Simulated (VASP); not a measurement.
# Ru (P2_1/m) in VASP: a series of runs

Runs on Ru. Level: PBEsol. Tasks: single point.

All numbers are computed with VASP 6.6.1; they aren't measurements. Logs are shortened: lines on timing, memory, paths and dates and some standing lists are left out, and cuts for length are marked.

## 1. The cell of the first run

Symmetry: P2_1/m, No. 11, monoclinic system. The conventional cell has a = 2.690 Å, b = 4.252 Å, c = 2.690 Å, α = 90.00°, β = 120.00°, γ = 90.00°. Ru (site symmetry m) has 12 Ru at 2.49 to 2.83 Å within 3.3 Å.

## 2. Single point, PBEsol (atoms displaced along several vibrational modes)

The input, INCAR:

```
SYSTEM = Ru
PREC = Accurate
ENCUT = 520
EDIFF = 1E-7
ISMEAR = 0
SIGMA = 0.15
LREAL = .FALSE.
LASPH = .TRUE.
NELM = 60
ALGO = Fast
ISIF = 2
LWAVE = .FALSE.
LCHARG = .FALSE.
GGA = PS
NBANDS = 21
```

The input, KPOINTS:

```
regular mesh
0
G
  18 18 10
  0 0 0
```

The input, POSCAR:

```
Ru
1.0
    2.6896847532      0.0000000000      0.0000000000
   -1.3448423766      2.3293353245      0.0000000000
    0.0000000000      0.0000000000      4.2523798378
Ru
2
Direct
    0.3286967445      0.7267696491      0.2500000000
    0.6713032555      0.2732303509      0.7500000000
```

Potentials or basis: VASP PAW PBE potentials, release 64 (Ru_pv).

Started as:

```
$ cat potpaw_PBE.64/Ru_pv/POTCAR > POTCAR
$ mpirun -np 1 vasp_std > vasp.out
```

OUTCAR:

```text
SYSTEM = Ru
   PREC = Accurate
   ENCUT = 520
   EDIFF = 1E-7
   ISMEAR = 0
   LREAL = .FALSE.
   LASPH = .TRUE.
   NELM = 60
   ISIF = 2
   GGA = PS

 ion  position               nearest neighbor table
   1  0.329  0.727  0.250-   2 2.49   2 2.49   2 2.64   2 2.64   2 2.83   2 2.83
   2  0.671  0.273  0.750-   1 2.49   1 2.49   1 2.64   1 2.64   1 2.83   1 2.83

  LATTYP: Found a hexagonal cell.
 ALAT       =     2.6896847532
 C/A-ratio  =     1.5809956289

  Lattice vectors:

 A1 = (   2.6896847532,   0.0000000000,   0.0000000000)
 A2 = (  -1.3448423766,   2.3293353245,   0.0000000000)
 A3 = (   0.0000000000,   0.0000000000,   4.2523798378)

Analysis of symmetry for initial positions (statically):
=====================================================================
 Subroutine PRICEL returns:
 Original cell was already a primitive cell.

 Routine SETGRP: Setting up the symmetry group for a
 hexagonal supercell.

 Subroutine GETGRP returns: Found  4 space group operations
 (whereof  2 operations were pure point group operations)
 out of a pool of 24 trial point group operations.

The static configuration has the point symmetry S_2 .
 The point group associated with its full space group is C_2h.

Analysis of symmetry for dynamics (positions and initial velocities):
=====================================================================
 Subroutine PRICEL returns:
 Original cell was already a primitive cell.

 Routine SETGRP: Setting up the symmetry group for a
 hexagonal supercell.

 Subroutine GETGRP returns: Found  4 space group operations
 (whereof  2 operations were pure point group operations)
 out of a pool of 24 trial point group operations.

The dynamic configuration has the point symmetry S_2 .
 The point group associated with its full space group is C_2h.

 Subroutine INISYM returns: Found  4 space group operations
 (whereof  2 operations are pure point group operations),
 and found     1 'primitive' translations

----------------------------------------------------------------------------------------

                                     Primitive cell

  volume of cell :      26.6419

  direct lattice vectors                    reciprocal lattice vectors
     2.689684753  0.000000000  0.000000000     0.371790783  0.214653509  0.000000000
    -1.344842377  2.329335325  0.000000000     0.000000000  0.429307017  0.000000000
     0.000000000  0.000000000  4.252379838     0.000000000  0.000000000  0.235162436

  length of vectors
[... 80 lines left out ...]
   ENCUT  =  520.0 eV  38.22 Ry    6.18 a.u.   5.00  5.00  7.91*2*pi/ulx,y,z
   NELM   =     60;   NELMIN=  2; NELMDL= -5     # of ELM steps
   EDIFF  = 0.1E-06   stopping-criterion for ELM
   LREAL  =      F    real-space projection
   EDIFFG = 0.1E-05   stopping-criterion for IOM
   NSW    =      0    number of steps for IOM
   IBRION =     -1    ionic relax: 0-MD 1-quasi-New 2-CG
   NFREE  =      0    steps in history (QN), initial steepest desc. (CG)
   ISIF   =      2    stress and relaxation
   ISYM   =      2    0-nonsym 1-usesym 2-fastsym
   POTIM  = 0.5000    time-step for ionic-motion
   TEBEG  =    0.0;   TEEND  =   0.0 temperature during run
   PSTRESS=    0.0 pullay stress
   NELECT =      28.0000    total number of electrons
   NUPDOWN=      -1.0000    fix difference up-down
   EMIN   =  10.00;   EMAX   =-10.00  energy-range for DOS
   EFERMI =   0.00;   METHOD = LEGACY
   ISMEAR =     0;   SIGMA  =   0.15  broadening in eV -4-tet -1-fermi 0-gaus
   EFERMI_NEDOS =   21; number of points for ismear=-14 and -15
   IALGO  =     68    algorithm
   IMIX   =      4    mixing-type and parameters
     AMIX     =   0.40;   BMIX     =  1.00
     AMIX_MAG =   1.60;   BMIX_MAG =  1.00
  volume/ion in A,a.u.               =      13.32        89.89
  Fermi-wavevector in a.u.,A,eV,Ry     =   1.664456  3.145366 37.693775  2.770414
  Thomas-Fermi vector in A             =   2.750997
   LORBIT       =      0    0 simple, 1 ext, 2 COOP (PROOUT), +10 PAW based schemes
   GGA     = PS    functional components
   LHFCALC =     F    Hartree Fock is set to
   AEXX    =    0.0000 exact exchange contribution
   IVDW    =     0    specifies the selected vdW correction
   LEPSILON=     F    determine dielectric tensor
   LRPA    =     F    only Hartree local field effects (RPA)
 non-spin polarized calculation
 RMM-DIIS sequential band-by-band and
 Gauss-broadening in eV      SIGMA  =   0.15
  energy-cutoff  :      520.00
  volume of cell :       26.64
 maximum number of plane-waves:       738
   NGX =  9   NGY =  9   NGZ = 15

 number of electron      27.9999996 magnetization

 Free energy of the ion-electron system (eV)
  ---------------------------------------------------
  ext. energy  EPLUGINS =         0.00000000
  ---------------------------------------------------
  free energy    TOTEN  =       -19.93538819 eV

  energy without entropy =      -19.91208779  energy(sigma->0) =      -19.92373799

 E-fermi :  13.1410     XC(G=0): -14.3867

 val. band max:       13.1404855763   @ k =   0.1111   0.2222  -0.2000
 cond. band min:      13.1412572041   @ k =   0.5000   0.2778   0.3000
 fundamental gap:      0.0007716278
 Fermi energy:        13.1410227789

 k-point     1 :       0.0000    0.0000    0.0000
  band No.  band energies     occupation
      1     -30.6815      2.00000
      2     -29.6783      2.00000
      3     -29.4636      2.00000
      4     -29.4555      2.00000
      5     -29.3709      2.00000
      6     -29.3194      2.00000
[... 565 lines left out ...]
     20      25.7565      0.00000
     21      26.6902      0.00000

 [... further k-points ...]

------------------------ aborting loop because EDIFF is reached ----------------------------------------

  FORCE on cell =-STRESS in cart. coord.  units (eV):
  Direction    XX          YY          ZZ          XY          YZ          ZX
  --------------------------------------------------------------------------------------
  -------------------------------------------------------------------------------------
  Total       -0.5469228      1.1652743      2.1288800      0.7015098      0.0000000      0.0000000
  in kB      -32.8905515     70.0766448    128.0254520     42.1870216      0.0000000      0.0000000
  external PRESSURE =      55.0705151 kB  Pullay stress =       0.0000000 kB

 VOLUME and BASIS-vectors are now :
 -----------------------------------------------------------------------------
  energy-cutoff  :      520.00
  volume of cell :       26.64
      direct lattice vectors                 reciprocal lattice vectors
     2.689684753  0.000000000  0.000000000     0.371790783  0.214653509  0.000000000
    -1.344842377  2.329335325  0.000000000     0.000000000  0.429307017  0.000000000
     0.000000000  0.000000000  4.252379838     0.000000000  0.000000000  0.235162436

 POSITION                                       TOTAL-FORCE (eV/Angst)
 -----------------------------------------------------------------------------------
     -0.09330      1.69289      1.06309         1.485308     -1.828634      0.000000
      1.43814      0.63645      3.18928        -1.485308      1.828634      0.000000
 -----------------------------------------------------------------------------------
    total drift:                               -0.000000      0.000000      0.000000

  FREE ENERGIE OF THE ION-ELECTRON SYSTEM (eV)
  ---------------------------------------------------
  free  energy   TOTEN  =       -19.9353881864 eV

  energy  without entropy=      -19.9120877869  energy(sigma->0) =      -19.92373799
```

OSZICAR:

```text
N       E                     dE             d eps       ncg     rms          rms(c)
DAV:   1     0.285862876294E+03    0.28586E+03   -0.17523E+04 41400   0.149E+03
DAV:   2    -0.155797596879E+02   -0.30144E+03   -0.29230E+03 42518   0.446E+02
DAV:   3    -0.213871378556E+02   -0.58074E+01   -0.57715E+01 48528   0.693E+01
DAV:   4    -0.214302781464E+02   -0.43140E-01   -0.43085E-01 51728   0.570E+00
DAV:   5    -0.214308274283E+02   -0.54928E-03   -0.54528E-03 47276   0.575E-01    0.206E+01
RMM:   6    -0.200434915371E+02    0.13873E+01   -0.29269E+00 42605   0.142E+01    0.577E+00
RMM:   7    -0.199443884685E+02    0.99103E-01   -0.40555E-01 46108   0.474E+00    0.116E+00
RMM:   8    -0.199361556789E+02    0.82328E-02   -0.25601E-02 47069   0.153E+00    0.536E-01
RMM:   9    -0.199353510124E+02    0.80467E-03   -0.30377E-03 47651   0.492E-01    0.679E-02
RMM:  10    -0.199353835374E+02   -0.32525E-04   -0.51240E-04 49015   0.210E-01    0.289E-02
RMM:  11    -0.199353889337E+02   -0.53963E-05   -0.89071E-05 52508   0.573E-02    0.106E-02
RMM:  12    -0.199353885365E+02    0.39725E-06   -0.11621E-05 54092   0.227E-02    0.479E-03
RMM:  13    -0.199353882173E+02    0.31920E-06   -0.14047E-06 48968   0.774E-03    0.470E-04
RMM:  14    -0.199353881864E+02    0.30926E-07   -0.20585E-07 37121   0.304E-03
   1 F= -.19935388E+02 E0= -.19923738E+02  d E =-.233004E-01
```

Run time: 13 min. Hardware: 1 thread of AMD EPYC 7R13, shared host; peak memory 0.5 GiB.

What came out:

| Quantity | Value |
| --- | --- |
| Free energy | -19.9354 eV |
| Pressure | 5.5 GPa |
| Largest force | 2.356 eV/Å |
| Band gap on the k mesh | zero (bands 14 and 15 overlap by 2.99 eV) |

Forces in eV/Å, atoms in the order of the input:
```
Ru   1.485 -1.829  0.000
Ru  -1.485  1.829  0.000
```

Levels at points of the mesh, in eV from the Fermi level:
| k point | band 12 | band 13 | band 14 | band 15 | band 16 | band 17 |
| --- | --- | --- | --- | --- | --- | --- |
| (0.00, 0.00, 0.00) | -2.30 | -2.03 | -1.50 | -0.27 | -0.10 | 1.20 |
| (0.50, 0.00, 0.00) | -2.22 | -2.00 | 0.94 | 1.49 | 1.79 | 4.15 |
| (0.00, 0.50, 0.00) | -2.66 | -1.83 | 1.28 | 1.46 | 2.01 | 4.93 |
| (0.50, 0.50, 0.00) | -1.11 | -0.84 | 1.53 | 1.76 | 2.00 | 3.17 |
| (0.00, 0.00, 0.50) | -2.95 | -2.56 | -2.56 | 0.09 | 0.09 | 0.61 |
| (0.50, 0.00, 0.50) | -0.82 | 0.77 | 0.77 | 1.68 | 1.68 | 3.39 |
| (0.00, 0.50, 0.50) | -0.91 | 1.47 | 1.47 | 1.66 | 1.66 | 2.48 |
| (0.50, 0.50, 0.50) | -1.40 | -0.37 | -0.37 | 1.71 | 1.71 | 4.51 |

Caveat: the cell differs from its parent crystal (atoms displaced along several vibrational modes); the stress differs along the axes, from -3 to 13 GPa; the PAW data sets were made with another functional, which shifts forces and pressure a little.

## 3. Single point, PBEsol (atoms displaced along several vibrational modes)

The input, INCAR:

```
ALGO = Fast
EDIFF = 1E-7
ENCUT = 520
GGA = PS
ISIF = 2
ISMEAR = 0
LASPH = True
LCHARG = True
LELF = True
LREAL = False
LVHAR = True
LWAVE = False
NBANDS = 21
NELM = 100
PREC = Accurate
SIGMA = 0.15
```

The input, KPOINTS:

```
k-points
0
Gamma
  18 18 10
```

The input, POSCAR:

```
Ru
1.0
    2.6896847532      0.0000000000      0.0000000000
   -1.3448423766      2.3293353245      0.0000000000
    0.0000000000      0.0000000000      4.2523798378
Ru
2
Direct
    0.2685937621      0.6065636843      0.2500000000
    0.7314062379      0.3934363157      0.7500000000
```

Potentials or basis: VASP PAW PBE potentials, release 64 (Ru_pv).

Started as:

```
$ cat potpaw_PBE.64/Ru_pv/POTCAR > POTCAR
$ mpirun -np 1 vasp_std > vasp.out
```

Run time: 12 min. Hardware: 1 thread of AMD EPYC 7R13, shared host; peak memory 0.5 GiB.

The run converged. Its results:

* Free energy: -19.9452 eV
* Pressure: 5.7 GPa
* Largest force: 2.286 eV/Å
* Band gap on the k mesh: zero (bands 14 and 15 overlap by 2.98 eV)

Forces in eV/Å, atoms in the order of the input:
```
Ru   1.075  2.018  0.000
Ru  -1.075 -2.018  0.000
```

Stress tensor (GPa, compression positive):
```
 7.79  3.03  0.00
 3.03 -3.52  0.00
 0.00  0.00 12.86
```

Levels at points of the mesh, in eV from the Fermi level:
```
           k point  band 10  band 11  band 12  band 13  band 14  band 15  band 16  band 17  band 18  band 19
(0.00, 0.00, 0.00)    -2.86    -2.38    -2.25    -2.14    -1.47    -0.29    -0.09     1.20     1.99    10.21
(0.50, 0.00, 0.00)    -3.51    -2.89    -2.71    -1.76     1.26     1.58     2.03     5.00     5.16    12.70
(0.00, 0.50, 0.00)    -3.34    -1.72    -1.17    -0.93     1.56     1.74     1.85     3.25     6.87     9.91
(0.50, 0.50, 0.00)    -2.77    -2.22    -2.09    -1.88     0.96     1.52     1.76     4.02     6.19    10.25
(0.00, 0.00, 0.50)    -3.04    -2.98    -2.98    -2.54    -2.54     0.13     0.13     0.66     0.66    10.25
(0.50, 0.00, 0.50)    -4.91    -0.96    -0.96     1.54     1.54     1.67     1.67     2.41     2.41    10.24
(0.00, 0.50, 0.50)    -4.87    -1.40    -1.40    -0.20    -0.20     1.71     1.71     4.44     4.44     9.59
(0.50, 0.50, 0.50)    -5.11    -0.88    -0.88     0.68     0.68     1.69     1.69     3.55     3.55    10.22
```

Caveat: the cell differs from its parent crystal (atoms displaced along several vibrational modes); the stress differs along the axes, from -4 to 13 GPa; the PAW data sets were made with another functional, which shifts forces and pressure a little.
